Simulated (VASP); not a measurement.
# Cd3Te2 (P6_3/mmc) in VASP: further runs, part 2 of 2

VASP 6.6.1.

### 4 Relaxation of cell and atoms, PBE

This run uses another cell than the first one, of 25.39 Å³/atom.

File INCAR:

```
SYSTEM = Cd3Te2
ALGO = Fast ; EDIFF = 1E-6
EDIFFG = -0.08 ; ENCUT = 600
GGA = PE ; IBRION = 2
ISIF = 3 ; ISMEAR = 0
LASPH = .TRUE. ; LCHARG = .FALSE.
LREAL = .FALSE. ; LWAVE = .FALSE.
NELM = 60 ; NSW = 36
PREC = Accurate ; SIGMA = 0.2
```

File KPOINTS:

```
k-points
0
G
  5 5 1
  0 0 0
```

File POSCAR:

```
Cd3Te2
1.0
    3.9035611700      0.0000000000      0.0000000000
   -1.9517805800      3.3805831400      0.0000000000
    0.0000000000      0.0000000000     19.2430137300
Cd Te
6 4
Direct
    0.3333333300      0.6666666700      0.8438777300
    0.6666666700      0.3333333300      0.3438777300
    0.6666666700      0.3333333300      0.1561222700
    0.3333333300      0.6666666700      0.6561222700
    0.0000000000      0.0000000000      0.0000000000
    0.0000000000      0.0000000000      0.5000000000
    0.6666666700      0.3333333300      0.9141037500
    0.3333333300      0.6666666700      0.4141037500
    0.6666666700      0.3333333300      0.5858962500
    0.3333333300      0.6666666700      0.0858962500
```

Potentials or basis: VASP PAW PBE potentials, release 64 (Cd, Te).

Command:

```bash
> cat potpaw_PBE.64/Cd/POTCAR potpaw_PBE.64/Te/POTCAR > POTCAR
> mpirun -np 1 vasp_std > vasp.out
```

OUTCAR:

```text
SYSTEM = Cd3Te2
   EDIFF = 1E-6
   EDIFFG = -0.08
   ENCUT = 600
   GGA = PE
   IBRION = 2
   ISIF = 3
   ISMEAR = 0
   LASPH = .TRUE.
   LREAL = .FALSE.
   NELM = 60
   NSW = 36
   PREC = Accurate

 ion  position               nearest neighbor table
   1  0.333  0.667  0.844-   7 2.63   7 2.63   7 2.63   4 3.61   5 3.76   5 3.76   5 3.76
   2  0.667  0.333  0.344-   8 2.63   8 2.63   8 2.63   3 3.61   6 3.76   6 3.76   6 3.76
   3  0.667  0.333  0.156-  10 2.63  10 2.63  10 2.63   2 3.61   5 3.76   5 3.76   5 3.76
   4  0.333  0.667  0.656-   9 2.63   9 2.63   9 2.63   1 3.61   6 3.76   6 3.76   6 3.76
   5  0.000  0.000  0.000-   7 2.79  10 2.79  10 2.79   7 2.79   7 2.79  10 2.79   1 3.76   3 3.76
                             1 3.76   3 3.76   1 3.76   3 3.76
   6  0.000  0.000  0.500-   8 2.79   9 2.79   8 2.79   9 2.79   9 2.79   8 2.79   2 3.76   4 3.76
                             4 3.76   2 3.76   4 3.76   2 3.76
   7  0.667  0.333  0.914-   1 2.63   1 2.63   1 2.63   5 2.79   5 2.79   5 2.79
   8  0.333  0.667  0.414-   2 2.63   2 2.63   2 2.63   6 2.79   6 2.79   6 2.79
   9  0.667  0.333  0.586-   4 2.63   4 2.63   4 2.63   6 2.79   6 2.79   6 2.79
  10  0.333  0.667  0.086-   3 2.63   3 2.63   3 2.63   5 2.79   5 2.79   5 2.79

  LATTYP: Found a hexagonal cell.
 ALAT       =     3.9035611700
 C/A-ratio  =     4.9296047614

  Lattice vectors:

 A1 = (   3.9035611700,   0.0000000000,   0.0000000000)
 A2 = (  -1.9517805800,   3.3805831400,   0.0000000000)
 A3 = (   0.0000000000,   0.0000000000,  19.2430137300)

Analysis of symmetry for initial positions (statically):
=====================================================================
 Subroutine PRICEL returns:
 Original cell was already a primitive cell.

 Routine SETGRP: Setting up the symmetry group for a
 hexagonal supercell.

 Subroutine GETGRP returns: Found 24 space group operations
 (whereof 12 operations were pure point group operations)
 out of a pool of 24 trial point group operations.

The static configuration has the point symmetry D_3d.
 The point group associated with its full space group is D_6h.

Analysis of symmetry for dynamics (positions and initial velocities):
=====================================================================
 Subroutine PRICEL returns:
[... 135 lines left out ...]
   LEPSILON=     F    determine dielectric tensor
   LRPA    =     F    only Hartree local field effects (RPA)
 conjugate gradient relaxation of ions
 non-spin polarized calculation
 RMM-DIIS sequential band-by-band and
 Gauss-broadening in eV      SIGMA  =   0.20
  energy-cutoff  :      600.00
  volume of cell :      253.94
 maximum number of plane-waves:      8494
 NGX is ok and might be reduce to    32
   NGX = 15   NGY = 15   NGZ = 77

--------------------------------------- Ionic step        1  -------------------------------------------

 number of electron      95.9999988 magnetization

 Free energy of the ion-electron system (eV)
  ---------------------------------------------------
  ext. energy  EPLUGINS =         0.00000000
  ---------------------------------------------------
  free energy    TOTEN  =       -12.01177985 eV

  energy without entropy =      -11.91491082  energy(sigma->0) =      -11.96334533

------------------------ aborting loop because EDIFF is reached ----------------------------------------

  FORCE on cell =-STRESS in cart. coord.  units (eV):
  Direction    XX          YY          ZZ          XY          YZ          ZX
  --------------------------------------------------------------------------------------
  -------------------------------------------------------------------------------------
  Total       43.3189236     43.3189236     25.8302418      0.0000001     -0.0000000     -0.0000000
  in kB      273.3144157    273.3144159    162.9721343      0.0000004     -0.0000000     -0.0000000
  external PRESSURE =     236.5336553 kB  Pullay stress =       0.0000000 kB
[... 113 lines left out ...]
  FREE ENERGIE OF THE ION-ELECTRON SYSTEM (eV)
  ---------------------------------------------------
  free  energy   TOTEN  =       -18.1052398423 eV

  energy  without entropy=      -18.0183262083  energy(sigma->0) =      -18.06178303

[... ionic steps 4 to 15 ...]

--------------------------------------- Ionic step       16  -------------------------------------------

 number of electron      95.9999999 magnetization

------------------------ aborting loop because EDIFF is reached ----------------------------------------
[... 83 lines left out ...]
--------------------------------------- Ionic step       18  -------------------------------------------

 number of electron      95.9999990 magnetization

 Free energy of the ion-electron system (eV)
  ---------------------------------------------------
  ext. energy  EPLUGINS =         0.00000000
  ---------------------------------------------------
  free energy    TOTEN  =       -19.28376830 eV

  energy without entropy =      -19.24583794  energy(sigma->0) =      -19.26480312

 E-fermi :   2.6062     XC(G=0):  -8.9930

 val. band max:        2.4344780624   @ k =   0.2000   0.2000   0.0000
 cond. band min:       2.6965510425   @ k =   0.2000   0.0000   0.0000
 fundamental gap:      0.2620729801
 Fermi energy:         2.6061663243

 k-point     1 :       0.0000    0.0000    0.0000
  band No.  band energies     occupation
      1      -8.8765      2.00000
      2      -8.8554      2.00000
      3      -8.3930      2.00000
      4      -8.3640      2.00000
      5      -6.0871      2.00000
      6      -6.0795      2.00000
[... 326 lines left out ...]
  FREE ENERGIE OF THE ION-ELECTRON SYSTEM (eV)
  ---------------------------------------------------
  free  energy   TOTEN  =       -19.2837682951 eV

  energy  without entropy=      -19.2458379421  energy(sigma->0) =      -19.26480312

 reached required accuracy - stopping structural energy minimisation
```

OSZICAR:

```text
N       E                     dE             d eps       ncg     rms          rms(c)
DAV:   1     0.777161731185E+03    0.77716E+03   -0.49687E+04   570   0.174E+03
DAV:   2     0.300420495510E+02   -0.74712E+03   -0.72292E+03   607   0.412E+02
DAV:   3    -0.122184892769E+02   -0.42261E+02   -0.41523E+02   636   0.965E+01
[... 222 lines left out ...]
RMM:   4    -0.192837806801E+02    0.80010E-05   -0.15188E-03   573   0.166E-01    0.909E-02
RMM:   5    -0.192837694512E+02    0.11229E-04   -0.41160E-04   570   0.850E-02    0.185E-02
RMM:   6    -0.192837663782E+02    0.30730E-05   -0.69022E-05   560   0.325E-02    0.108E-02
RMM:   7    -0.192837682811E+02   -0.19029E-05   -0.21496E-05   540   0.178E-02    0.671E-03
RMM:   8    -0.192837682951E+02   -0.14010E-07   -0.32353E-06   384   0.754E-03
  18 F= -.19283768E+02 E0= -.19264803E+02  d E =-.109898E-01
```

Wall time 30 min (1 thread of Intel Xeon 8259CL, shared host); peak memory 0.48 GiB.

Results:

- Free energy: -19.2838 eV
- Relaxed volume: 31.96 Å³/atom
- Relaxed cell: a = 4.441 Å, b = 4.441 Å, c = 18.712 Å, α = 90.00°, β = 90.00°, γ = 120.00°
- Space group after relaxing (to 0.1 Å): P6_3/mmc (No. 194)
- Energy gained by relaxing: 727.2 meV/atom
- Ionic steps: 18
- Pressure after relaxing: 0.1 GPa
- Largest force after relaxing: 0.045 eV/Å
- Band gap on the k mesh: zero (bands 48 and 49 overlap by 0.61 eV)

Forces on the atoms (eV/Å):
```
Cd   0.000  0.000  0.013
Cd   0.000  0.000  0.013
Cd   0.000  0.000 -0.013
Cd   0.000  0.000 -0.013
Cd   0.000  0.000  0.000
Cd   0.000  0.000  0.000
Te   0.000  0.000  0.045
Te   0.000  0.000  0.045
Te   0.000  0.000 -0.045
Te   0.000  0.000 -0.045
```

Step by step:
```csv
step,energy change (eV),largest force (eV/Å),pressure (GPa),volume (Å³)
1,0.0000,3.8121,23.65,253.94
2,-4.9973,0.1746,-4.44,417.41
3,-6.0935,0.6459,-0.49,346.83
4,-6.0954,0.5977,-0.80,350.06
5,-6.3566,0.6965,-0.73,344.67
6,-6.9221,0.6664,0.05,327.14
7,-2.1042,9.0806,11.03,285.79
8,-6.8140,0.7972,0.39,325.81
9,-6.4656,0.6821,2.69,306.79
10,-6.8316,0.7279,0.72,321.93
11,-6.8336,0.6022,1.02,318.74
12,-6.9381,0.4173,-0.01,325.38
13,-6.9437,0.4365,0.12,324.18
14,-7.1017,0.2579,-0.31,326.85
15,-7.2114,0.2574,-0.96,331.12
16,-7.2585,0.2035,0.42,316.88
17,-7.2610,0.2179,0.13,319.42
18,-7.2720,0.0447,0.07,319.65
```

Final structure:
```xyz
10
Lattice="4.4413 0.0000 0.0000 -2.2207 3.8463 0.0000 0.0000 0.0000 18.7117" Properties=species:S:1:pos:R:3 pbc="T T T"
Cd    0.0000    2.5642   15.4062
Cd    2.2207    1.2821    6.0504
Cd    2.2207    1.2821    3.3055
Cd    0.0000    2.5642   12.6613
Cd    0.0000    0.0000    0.0000
Cd    0.0000    0.0000    9.3559
Te    2.2207    1.2821   16.9596
Te    0.0000    2.5642    7.6038
Te    2.2207    1.2821   11.1079
Te    0.0000    2.5642    1.7521
```

Caveat: the k points lie up to 0.34 Å⁻¹ apart in the final cell, too coarse for converged energies and pressures of a metal; the volume moved by over 15 % at a fixed basis, so the end points are rough; semilocal functionals underestimate gaps, and a narrow one can read as zero; spin-orbit coupling is left out, which moves the levels of the heavy elements; the relaxation stopped at a loose force limit of 0.08 eV/Å, so its end isn't a converged minimum.

### 5 The runs side by side

| task | cell | k mesh | cutoff (eV) | gap on the mesh (eV) | pressure (GPa) | largest force (eV/Å) |
| --- | --- | --- | --- | --- | --- | --- |
| single point | a = 4.395, b = 4.395, c = 18.891 Å, angles 90.0, 90.0, 120.0°, 10 atoms, atomic positions A | 5 × 5 × 1 | 520 | none | 0.4 | 0.02 |
| single point | a = 4.773, b = 4.773, c = 17.218 Å, angles 90.0, 90.0, 120.0°, 10 atoms, atomic positions B | 4 × 4 × 2 | 520 | none | 0.3 | 0.02 |
| relaxation of cell and atoms | relaxed from a = 3.904, b = 3.904, c = 19.243 Å, angles 90.0, 90.0, 120.0°, 10 atoms, atomic positions C | 5 × 5 × 1 | 600 | none | 0.1 | 0.04 |

Alike in all rows: level PBE; potentials or basis VASP PAW PBE potentials, release 64 (Cd, Te); no spin polarisation; smearing gaussian 0.2 eV.

Caveats: some runs use coarse meshes; semilocal functionals underestimate gaps, and a narrow one can read as zero; spin-orbit coupling is left out, which moves the levels of the heavy elements; the volume moved by over 15 % at a fixed basis, so the end points are rough (at least some runs); the relaxation stopped at a loose force limit of 0.08 eV/Å, so its end isn't a converged minimum (at least some runs).

Total energies depend on the potentials used, so only differences within one code and one set of settings carry meaning.

The gap in the log of VASP goes by the Fermi energy; the results here count the filled bands.